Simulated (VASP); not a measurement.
SnSe, 2 atoms in the cell. Symmetry: Cm, No. 8, monoclinic system. Conventional cell: a = 7.373 Å, b = 4.257 Å, c = 4.257 Å, α = 90.00°, β = 125.26°, γ = 90.00°. Within 3.7 Å of Sn (site symmetry m) lie 6 Se at 2.81 to 3.21 Å. Se (site symmetry m) has 6 Sn at 2.81 to 3.21 Å within 3.7 Å.  This cell differs from its parent crystal: atom 1 (Sn) moved by (-0.100, -0.200) A along [1 1 0] and z.

| Quantity | Value |
| --- | --- |
| Program | VASP 6.6.1 |
| Task | single point |
| Functional | PBEsol |
| Potentials or basis | VASP PAW PBE potentials, release 64 (Sn_d, Se) |
| Cutoff | 520 eV |
| k mesh | 8 × 8 × 8 |
| Occupations | gaussian, width 0.05 eV |
| Spin | no spin polarisation |
| Dipole correction | no |
| Further INCAR settings | ALGO = Normal; EDIFF = 1e-06; NBANDS = 17 |

Potentials or basis: VASP PAW PBE potentials, release 64 (Sn_d, Se).

The run is started by

```bash
$ cat potpaw_PBE.64/Sn_d/POTCAR potpaw_PBE.64/Se/POTCAR > POTCAR
$ mpirun -np 1 vasp_std > vasp.out
```

Hardware: 1 thread of Intel(R) Xeon(R) Platinum 8375C CPU @ 2.90GHz (Ice Lake), on a shared host.

**Question.** How long does it take, and how much memory?

**Answer.** It took 71 s on 1 thread of Intel(R) Xeon(R) Platinum 8375C CPU @ 2.90GHz (Ice Lake), on a shared host, peak memory 0.28 GiB. Counts: scf iterations 12, k points 150.
